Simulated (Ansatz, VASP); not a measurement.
## Two plane-wave programs on ZnRhSe3

```xyz
5
Lattice="4.9158 0.0000 0.0000 0.0000 4.9158 0.0000 0.0000 0.0000 4.9158" Properties=species:S:1:pos:R:3 pbc="T T T"
Zn    0.0000    0.0000    0.0000
Rh    2.4579    2.4579    2.4579
Se    0.0000    2.4579    2.4579
Se    2.4579    0.0000    2.4579
Se    2.4579    2.4579    0.0000
```

Alike in both runs: functional PBE; k mesh 4 × 4 × 4; occupations gaussian, width 0.1 eV; collinear spin.

Ansatz relaxed the structure, and its values are those at the end. VASP's run is a single point on that final structure, the one shown.

|  | VASP | Ansatz |
| --- | --- | --- |
| version | VASP 6.6.1 | Ansatz 0.2.0 |
| potentials or method | VASP PAW PBE potentials, release 64 (Zn, Rh_pv, Se), cutoff 520 eV | scalar-relativistic, plane waves, PAW |
| valence electrons in the cell | 45 | 77 |

```tsv
	VASP	Ansatz	Ansatz less VASP
gap on the k mesh at the Fermi level (eV)	none	none	-
pressure (GPa)	0.0	0.0	-0.05
net moment per atom (μB)	0.09	0.09	+0.004
```

A gap of «none» marks a metal or a gap that the smearing closes. VASP's potentials hold 45 valence electrons a cell and Ansatz's 77, so a difference there can come from the potentials and not from the codes.
